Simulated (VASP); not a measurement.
Here is a VASP 6.6.1 calculation.

The input POSCAR:

```
TiNi
1.0
    2.9887892650      0.0000000000      0.0000000000
    0.0000000000      2.9887892650      0.0000000000
    0.0000000000      0.0000000000      2.9887892650
Ti Ni
1 1
Direct
    0.5000000000      0.5000000000      0.5000000000
    0.0000000000      0.0000000000      0.0000000000
```

Contents of INCAR.step1:

```
SYSTEM = TiNi
  PREC = Accurate
  ENCUT = 520
  ISMEAR = 0
  SIGMA = 0.1
  LREAL = .FALSE.
  LASPH = .TRUE.
  NELM = 150
  ISPIN = 2
  MAGMOM = 0.51 0.4
  LMAXMIX = 4
  NBANDS = 22
  GGA = PE
  ALGO = Normal
  EDIFF = 1E-4
  LWAVE = .TRUE.
  LCHARG = .FALSE.
```

INCAR.step2

```
SYSTEM = TiNi
  PREC = Accurate
  ENCUT = 520
  EDIFF = 1E-6
  ISMEAR = 0
  SIGMA = 0.1
  LREAL = .FALSE.
  LASPH = .TRUE.
  NELM = 150
  ALGO = Normal
  ISIF = 2
  LWAVE = .FALSE.
  LCHARG = .FALSE.
  ISPIN = 2
  MAGMOM = 0.51 0.4
  LORBIT = 11
  LMAXMIX = 4
  METAGGA = R2SCAN
  LMIXTAU = .TRUE.
  NBANDS = 22
  ISTART = 1
```

File KPOINTS:

```
Automatic mesh
0
G
  14 14 14
  0 0 0
```

Potentials or basis: VASP PAW PBE potentials, release 64 (Ti_sv, Ni).

Command:

```bash
$ cat potpaw_PBE.64/Ti_sv/POTCAR potpaw_PBE.64/Ni/POTCAR > POTCAR
$ cp INCAR.step1 INCAR
$ mpirun -np 1 vasp_std > vasp.out
$ cp INCAR.step2 INCAR
$ mpirun -np 1 vasp_std > vasp.out
```

(1) What does it give for the net moment?

(2) Estimate the pressure.

Answers

(1) 0.00 μB per cell.

(2) 0.5 GPa.

Caveat: the moments typed at the start vanished in this run; the PAW data sets were made with another functional, which shifts forces and pressure a little.
